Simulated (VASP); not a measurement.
# GaN (F-43m) in VASP: further runs

The runs below take GaN through single point, relaxation of cell and atoms, with revPBE.

All numbers are computed with VASP 6.6.1; they aren't measurements. Logs are shortened: lines on timing, memory, paths and dates and some standing lists are left out, and cuts for length are marked.

**1. The cell of the first run**

It takes space group F-43m (No. 216, cubic). The conventional cell has a = 4.427 Å, b = 4.427 Å, c = 4.427 Å, α = 90.00°, β = 90.00°, γ = 90.00°. Within 2.5 Å of Ga (site symmetry -43m) lie 4 N at 1.92 Å. Within 2.5 Å of N (site symmetry -43m) lie 4 Ga at 1.92 Å.

**2. Single point, revPBE**

INCAR

```
PREC     = Accurate       # precision mode
ENCUT    = 520            # plane-wave cutoff, eV
EDIFF    = 1E-6           # SCF threshold, eV
ISMEAR   = 0              # smearing method
SIGMA    = 0.01           # smearing width, eV
LREAL    = F              # projectors in reciprocal space
LASPH    = T              # aspherical terms in the spheres
NELM     = 80             # most SCF steps
ALGO     = Normal         # electronic algorithm
ISIF     = 2              # what is computed and relaxed
LWAVE    = F              # write WAVECAR
LCHARG   = F              # write CHGCAR
GGA      = RE             # functional
NBANDS   = 16             # bands
```

KPOINTS

```
regular mesh
0
Gamma
  9 9 9
```

POSCAR

```
GaN
1.0
    0.0000000000      2.2134852938      2.2134852938
    2.2134852938      0.0000000000      2.2134852938
    2.2134852938      2.2134852938      0.0000000000
Ga N
1 1
Direct
    0.0000000000      0.0000000000      0.0000000000
    0.7500000000      0.7500000000      0.7500000000
```

Potentials or basis: VASP PAW PBE potentials, release 64 (Ga_d, N).

Command:

```console
$ cat potpaw_PBE.64/Ga_d/POTCAR potpaw_PBE.64/N/POTCAR > POTCAR
$ mpirun -np 1 vasp_std > vasp.out
```

OUTCAR:

```text
PREC = Accurate
   ENCUT = 520
   EDIFF = 1E-6
   ISMEAR = 0
   LREAL = F
   LASPH = T
   NELM = 80
   ISIF = 2
   GGA = RE

 ion  position               nearest neighbor table
   1  0.000  0.000  0.000-   2 1.92   2 1.92   2 1.92   2 1.92
   2  0.750  0.750  0.750-   1 1.92   1 1.92   1 1.92   1 1.92

  LATTYP: Found a face centered cubic cell.
 ALAT       =     4.4269705876

  Lattice vectors:

 A1 = (   0.0000000000,   2.2134852938,   2.2134852938)
 A2 = (   2.2134852938,   0.0000000000,   2.2134852938)
 A3 = (   2.2134852938,   2.2134852938,   0.0000000000)

Analysis of symmetry for initial positions (statically):
=====================================================================
 Subroutine PRICEL returns:
 Original cell was already a primitive cell.

 Routine SETGRP: Setting up the symmetry group for a
 face centered cubic supercell.

 Subroutine GETGRP returns: Found 24 space group operations
 (whereof 24 operations were pure point group operations)
 out of a pool of 48 trial point group operations.

The static configuration has the point symmetry T_d .

Analysis of symmetry for dynamics (positions and initial velocities):
=====================================================================
 Subroutine PRICEL returns:
 Original cell was already a primitive cell.

 Routine SETGRP: Setting up the symmetry group for a
 face centered cubic supercell.

 Subroutine GETGRP returns: Found 24 space group operations
 (whereof 24 operations were pure point group operations)
 out of a pool of 48 trial point group operations.

The dynamic configuration has the point symmetry T_d .

 Subroutine INISYM returns: Found 24 space group operations
 (whereof 24 operations are pure point group operations),
 and found     1 'primitive' translations

----------------------------------------------------------------------------------------

                                     Primitive cell

  volume of cell :      21.6900

  direct lattice vectors                    reciprocal lattice vectors
     0.000000000  2.213485294  2.213485294    -0.225888106  0.225888106  0.225888106
     2.213485294  0.000000000  2.213485294     0.225888106 -0.225888106  0.225888106
     2.213485294  2.213485294  0.000000000     0.225888106  0.225888106 -0.225888106

  length of vectors
     3.130340923  3.130340923  3.130340923     0.391249676  0.391249676  0.391249676

  position of ions in fractional coordinates (direct lattice)
     0.000000000  0.000000000  0.000000000
     0.750000000  0.750000000  0.750000000

  ion indices of the primitive-cell ions
   primitive index   ion index
                 1           1
                 2           2

----------------------------------------------------------------------------------------

 KPOINTS: regular mesh

Automatic generation of k-mesh.
 Grid dimensions read from file:
 generate k-points for:    9    9    9

 Generating k-lattice:

  Cartesian coordinates                     Fractional coordinates (reciprocal lattice)
    -0.025098678  0.025098678  0.025098678     0.111111111  0.000000000  0.000000000
     0.025098678 -0.025098678  0.025098678     0.000000000  0.111111111  0.000000000
     0.025098678  0.025098678 -0.025098678     0.000000000  0.000000000  0.111111111

  Length of vectors
     0.043472186  0.043472186  0.043472186

  Shift w.r.t. Gamma in fractional coordinates (k-lattice)
     0.000000000  0.000000000  0.000000000

 Subroutine IBZKPT returns following result:
 ===========================================

 Found     35 irreducible k-points:

 Following reciprocal coordinates:
            Coordinates               Weight
  0.000000  0.000000  0.000000      1.000000
  0.111111  0.000000  0.000000      8.000000
  0.222222  0.000000  0.000000      8.000000
  0.333333  0.000000  0.000000      8.000000
  0.444444  0.000000  0.000000      8.000000
  0.111111  0.111111  0.000000      6.000000
[... 16 lines left out ...]
 -0.333333  0.333333  0.000000     12.000000
  0.444444  0.444444  0.000000      6.000000
 [... further k-points ...]
   k-points           NKPTS =     35   k-points in BZ     NKDIM =     35   number of bands    NBANDS=     16
   number of dos      NEDOS =    301   number of ions     NIONS =      2
   total plane-waves  NPLWV =  13824
   dimension x,y,z NGX =    24 NGY =   24 NGZ =   24
   dimension x,y,z NGXF=    48 NGYF=   48 NGZF=   48
   ions per type =               1   1
   NGX,Y,Z   is equivalent  to a cutoff of  12.75, 12.75, 12.75 a.u.
   NGXF,Y,Z  is equivalent  to a cutoff of  25.49, 25.49, 25.49 a.u.
 SYSTEM =  unknown system
   PREC   = accura    normal or accurate (medium, high low for compatibility)
   ISTART =      0    job   : 0-new  1-cont  2-samecut
   ICHARG =      2    charge: 1-file 2-atom 10-const
   ISPIN  =      1    spin polarized calculation?
   LNONCOLLINEAR =      F non collinear calculations
   LSORBIT =      F    spin-orbit coupling
   LASPH  =      T    aspherical Exc in radial PAW
   ENCUT  =  520.0 eV  38.22 Ry    6.18 a.u.   5.82  5.82  5.82*2*pi/ulx,y,z
   NELM   =     80;   NELMIN=  2; NELMDL= -5     # of ELM steps
   EDIFF  = 0.1E-05   stopping-criterion for ELM
   LREAL  =      F    real-space projection
   EDIFFG = 0.1E-04   stopping-criterion for IOM
   NSW    =      0    number of steps for IOM
   IBRION =     -1    ionic relax: 0-MD 1-quasi-New 2-CG
   NFREE  =      0    steps in history (QN), initial steepest desc. (CG)
   ISIF   =      2    stress and relaxation
   ISYM   =      2    0-nonsym 1-usesym 2-fastsym
   POTIM  = 0.5000    time-step for ionic-motion
   TEBEG  =    0.0;   TEEND  =   0.0 temperature during run
   PSTRESS=    0.0 pullay stress
   NELECT =      18.0000    total number of electrons
   NUPDOWN=      -1.0000    fix difference up-down
   EMIN   =  10.00;   EMAX   =-10.00  energy-range for DOS
   EFERMI =   0.00;   METHOD = LEGACY
   ISMEAR =     0;   SIGMA  =   0.01  broadening in eV -4-tet -1-fermi 0-gaus
   EFERMI_NEDOS =   21; number of points for ismear=-14 and -15
   IALGO  =     38    algorithm
   IMIX   =      4    mixing-type and parameters
     AMIX     =   0.40;   BMIX     =  1.00
     AMIX_MAG =   1.60;   BMIX_MAG =  1.00
  volume/ion in A,a.u.               =      10.85        73.19
  Fermi-wavevector in a.u.,A,eV,Ry     =   1.538435  2.907220 32.202009  2.366781
  Thomas-Fermi vector in A             =   2.644803
   LORBIT       =      0    0 simple, 1 ext, 2 COOP (PROOUT), +10 PAW based schemes
   GGA     = RE    functional components
   LHFCALC =     F    Hartree Fock is set to
   AEXX    =    0.0000 exact exchange contribution
   IVDW    =     0    specifies the selected vdW correction
   LEPSILON=     F    determine dielectric tensor
   LRPA    =     F    only Hartree local field effects (RPA)
 non-spin polarized calculation
 Gauss-broadening in eV      SIGMA  =   0.01
  energy-cutoff  :      520.00
  volume of cell :       21.69
 maximum number of plane-waves:       594
   NGX = 11   NGY = 11   NGZ = 11

 number of electron      18.0000011 magnetization

 Free energy of the ion-electron system (eV)
  ---------------------------------------------------
  ext. energy  EPLUGINS =         0.00000000
  ---------------------------------------------------
  free energy    TOTEN  =       -11.33529981 eV

  energy without entropy =      -11.33529981  energy(sigma->0) =      -11.33529981

 E-fermi :   6.0658     XC(G=0): -11.8186

 val. band max:        5.9818155217   @ k =   0.0000   0.0000   0.0000
 cond. band min:       8.0911638512   @ k =   0.0000   0.0000   0.0000
 fundamental gap:      2.1093483295
 Fermi energy:         6.0658262593

 k-point     1 :       0.0000    0.0000    0.0000
  band No.  band energies     occupation
      1     -10.4561      2.00000
      2      -7.5181      2.00000
      3      -7.5181      2.00000
      4      -7.5181      2.00000
      5      -7.1399      2.00000
      6      -7.1399      2.00000
[... 8 lines left out ...]
     15      25.3125      0.00000
     16      25.3125      0.00000

 k-point     2 :       0.1111    0.0000    0.0000
  band No.  band energies     occupation
      1     -10.3077      2.00000
      2      -7.4988      2.00000
      3      -7.4988      2.00000
      4      -7.4730      2.00000
      5      -7.1417      2.00000
      6      -7.1417      2.00000
[... 8 lines left out ...]
     15      23.8003      0.00000
     16      23.9410      0.00000

 k-point     3 :       0.2222    0.0000    0.0000
  band No.  band energies     occupation
      1      -9.9411      2.00000
      2      -7.4568      2.00000
      3      -7.4568      2.00000
      4      -7.2676      2.00000
      5      -7.1383      2.00000
      6      -7.1383      2.00000
[... 8 lines left out ...]
     15      23.1626      0.00000
     16      23.1626      0.00000

 k-point     4 :       0.3333    0.0000    0.0000
  band No.  band energies     occupation
      1      -9.5782      2.00000
      2      -7.4255      2.00000
      3      -7.4255      2.00000
      4      -7.1163      2.00000
      5      -7.1163      2.00000
      6      -6.7465      2.00000
[... 8 lines left out ...]
     15      24.1602      0.00000
     16      24.1602      0.00000
[... 324 lines left out ...]
 k-point    22 :      -0.4444    0.3333    0.0000
  band No.  band energies     occupation
      1      -9.1824      2.00000
      2      -7.3878      2.00000
      3      -7.2226      2.00000
      4      -7.2200      2.00000
      5      -7.0826      2.00000
      6      -5.4222      2.00000
[... 8 lines left out ...]
     15      28.0031      0.00000
     16      29.7728      0.00000

 k-point    23 :      -0.3333    0.3333    0.0000
  band No.  band energies     occupation
      1      -9.2029      2.00000
      2      -7.3917      2.00000
      3      -7.2570      2.00000
      4      -7.1950      2.00000
      5      -7.1193      2.00000
      6      -5.3972      2.00000
[... 8 lines left out ...]
     15      25.4833      0.00000
     16      29.8111      0.00000

 k-point    24 :       0.4444    0.4444    0.0000
  band No.  band energies     occupation
      1      -9.1748      2.00000
      2      -7.4217      2.00000
      3      -7.1736      2.00000
      4      -7.1736      2.00000
      5      -7.0536      2.00000
      6      -5.6706      2.00000
[... 8 lines left out ...]
     15      28.8904      0.00000
     16      30.6987      0.00000

 [... further k-points ...]

------------------------ aborting loop because EDIFF is reached ----------------------------------------

  FORCE on cell =-STRESS in cart. coord.  units (eV):
  Direction    XX          YY          ZZ          XY          YZ          ZX
  --------------------------------------------------------------------------------------
  -------------------------------------------------------------------------------------
  Total        2.6698983      2.6698983      2.6698983      0.0000000     -0.0000000     -0.0000000
  in kB      197.2174707    197.2174707    197.2174707      0.0000000     -0.0000000     -0.0000000
  external PRESSURE =     197.2174707 kB  Pullay stress =       0.0000000 kB

 VOLUME and BASIS-vectors are now :
 -----------------------------------------------------------------------------
  energy-cutoff  :      520.00
  volume of cell :       21.69
      direct lattice vectors                 reciprocal lattice vectors
     0.000000000  2.213485294  2.213485294    -0.225888106  0.225888106  0.225888106
     2.213485294  0.000000000  2.213485294     0.225888106 -0.225888106  0.225888106
     2.213485294  2.213485294  0.000000000     0.225888106  0.225888106 -0.225888106

 POSITION                                       TOTAL-FORCE (eV/Angst)
 -----------------------------------------------------------------------------------
      0.00000      0.00000      0.00000         0.000000      0.000000     -0.000000
      3.32023      3.32023      3.32023        -0.000000     -0.000000      0.000000
 -----------------------------------------------------------------------------------
    total drift:                               -0.000001     -0.000001     -0.000001

  FREE ENERGIE OF THE ION-ELECTRON SYSTEM (eV)
  ---------------------------------------------------
  free  energy   TOTEN  =       -11.3352998116 eV

  energy  without entropy=      -11.3352998116  energy(sigma->0) =      -11.33529981
```

It took 9.8 s on 1 thread of Intel Xeon 6975P-C, shared host; peak memory 0.14 GiB.

Results:

```yaml
Free_energy: -11.3353 eV
Pressure: 19.7 GPa
Band_gap_on_the_k_mesh: 2.11 eV, direct
```

Caveat: the PAW data sets were made with another functional, which shifts forces and pressure a little. revPBE gaps usually lie below the measured ones, often by a third to a half.

**3. Relaxation of cell and atoms, revPBE, target pressure 20 GPa, at which the enthalpy is minimised**

This run uses another cell than the first one, of 11.44 Å³/atom, 1.055 times its volume.

INCAR

```
ALGO = Normal
EDIFF = 1E-7
EDIFFG = -0.001
ENCUT = 600
GGA = RE
IBRION = 2
ISIF = 3
ISMEAR = 0
LASPH = T
LCHARG = F
LREAL = F
LWAVE = F
NELM = 80
NSW = 80
PREC = Accurate
PSTRESS = 200.0
SIGMA = 0.01
```

KPOINTS

```
k-points
0
Gamma
  9 9 9
```

POSCAR

```
GaN
1.0
    0.0000000000      2.2535006100      2.2535006100
    2.2535006100      0.0000000000      2.2535006100
    2.2535006100      2.2535006100      0.0000000000
Ga N
1 1
Direct
    0.0000000000      0.0000000000      0.0000000000
    0.7500000000      0.7500000000      0.7500000000
```

Potentials or basis: VASP PAW PBE potentials, release 64 (Ga_d, N).

Command:

```console
$ cat potpaw_PBE.64/Ga_d/POTCAR potpaw_PBE.64/N/POTCAR > POTCAR
$ mpirun -np 1 vasp_std > vasp.out
```

OUTCAR:

```text
EDIFF = 1E-7
   EDIFFG = -0.001
   ENCUT = 600
   GGA = RE
   IBRION = 2
   ISIF = 3
   ISMEAR = 0
   LASPH = T
   LREAL = F
   NELM = 80
   NSW = 80
   PREC = Accurate
   PSTRESS = 200.0

 ion  position               nearest neighbor table
   1  0.000  0.000  0.000-   2 1.95   2 1.95   2 1.95   2 1.95
   2  0.750  0.750  0.750-   1 1.95   1 1.95   1 1.95   1 1.95

  LATTYP: Found a face centered cubic cell.
 ALAT       =     4.5070012200

  Lattice vectors:

 A1 = (   0.0000000000,   2.2535006100,   2.2535006100)
 A2 = (   2.2535006100,   0.0000000000,   2.2535006100)
 A3 = (   2.2535006100,   2.2535006100,   0.0000000000)

Analysis of symmetry for initial positions (statically):
=====================================================================
 Subroutine PRICEL returns:
[... 383 lines left out ...]
      2      -7.4995      2.00000
      3      -7.4995      2.00000
      4      -7.4995      2.00000
      5      -7.1190      2.00000
      6      -7.1190      2.00000
      7       6.0029      2.00000
      8       6.0029      2.00000
      9       6.0029      2.00000
     10       8.1242      0.00000
     11      16.7100      0.00000
     12      16.7100      0.00000
     13      16.7100      0.00000
[... 354 lines left out ...]
  band No.  band energies     occupation
      1      -9.1636      2.00000
      2      -7.4030      2.00000
      3      -7.1530      2.00000
      4      -7.1530      2.00000
      5      -7.0323      2.00000
      6      -5.6507      2.00000
      7      -0.1025      2.00000
      8       3.1813      2.00000
      9       3.1813      2.00000
     10       9.5313      0.00000
     11      13.1135      0.00000
     12      18.0858      0.00000
     13      20.4923      0.00000

 [... further k-points ...]

------------------------ aborting loop because EDIFF is reached ----------------------------------------

  FORCE on cell =-STRESS in cart. coord.  units (eV):
  Direction    XX          YY          ZZ          XY          YZ          ZX
  --------------------------------------------------------------------------------------
  -------------------------------------------------------------------------------------
  Total        2.7038776      2.7038776      2.7038776     -0.0000000     -0.0000000     -0.0000000
  in kB      200.0957858    200.0957858    200.0957858     -0.0000000     -0.0000000     -0.0000000
  external PRESSURE =       0.0957858 kB  Pullay stress =     200.0000000 kB
[... 21 lines left out ...]
  energy  without entropy=      -11.3328489209  energy(sigma->0) =      -11.33284892

  enthalpy is  TOTEN    =        -8.6302657005 eV   P V=        2.7025832204

 reached required accuracy - stopping structural energy minimisation
```

CONTCAR:

```text
GaN
   1.00000000000000
    -0.0000000000000000    2.2121261467281843    2.2121261467281843
     2.2121261467281843   -0.0000000000000000    2.2121261467281843
     2.2121261467281843    2.2121261467281843   -0.0000000000000000
  Ga              N
     1     1
Direct
     1.0000000000000000    1.0000000000000000    0.0000000000000000
     0.7500000000000000    0.7500000000000000    0.7500000000000000

  0.00000000E+00  0.00000000E+00  0.00000000E+00
  0.00000000E+00  0.00000000E+00  0.00000000E+00
```

It took 56 s on 1 thread of Intel Xeon 6975P-C, shared host; peak memory 0.17 GiB.

Results:

- Free energy: -11.3328 eV
- Relaxed volume: 10.83 Å³/atom
- Relaxed cell: a = 3.128 Å, b = 3.128 Å, c = 3.128 Å, α = 60.00°, β = 60.00°, γ = 60.00°
- Space group after relaxing (to 0.05 Å): F-43m (No. 216)
- Energy change on relaxing (the enthalpy is what falls): +52.5 meV/atom
- Ionic steps: 6
- Pressure after relaxing: 20.0 GPa
- Band gap on the k mesh: 2.12 eV, direct

The path:
```
step  energy change (eV)  largest force (eV/Å)  pressure (GPa)  volume (Å³)
   1              0.0000                0.0000            7.78        22.89
   2              0.3905                0.0000           40.89        20.12
   3              0.1025                0.0000           19.81        21.67
   4              0.1054                0.0000           20.07        21.65
   5              0.1039                0.0000           19.87        21.66
   6              0.1050                0.0000           20.01        21.65
```

Final structure:
```
Ga N
1.0
     0.00000    2.21213    2.21213
     2.21213    0.00000    2.21213
     2.21213    2.21213    0.00000
Ga N
1 1
Direct
  0.00000 0.00000 0.00000
  0.75000 0.75000 0.75000
```

Levels at points of the mesh, in eV from the valence-band top:
| k point | band 7 | band 8 | band 9 | band 10 | band 11 | band 12 |
| --- | --- | --- | --- | --- | --- | --- |
| (0.00, 0.00, 0.00) | 0.00 | 0.00 | 0.00 | 2.12 | 10.71 | 10.71 |

Caveat: the cell is relaxed towards a set pressure, so the enthalpy falls and the energy may rise; the PAW data sets were made with another functional, which shifts forces and pressure a little.
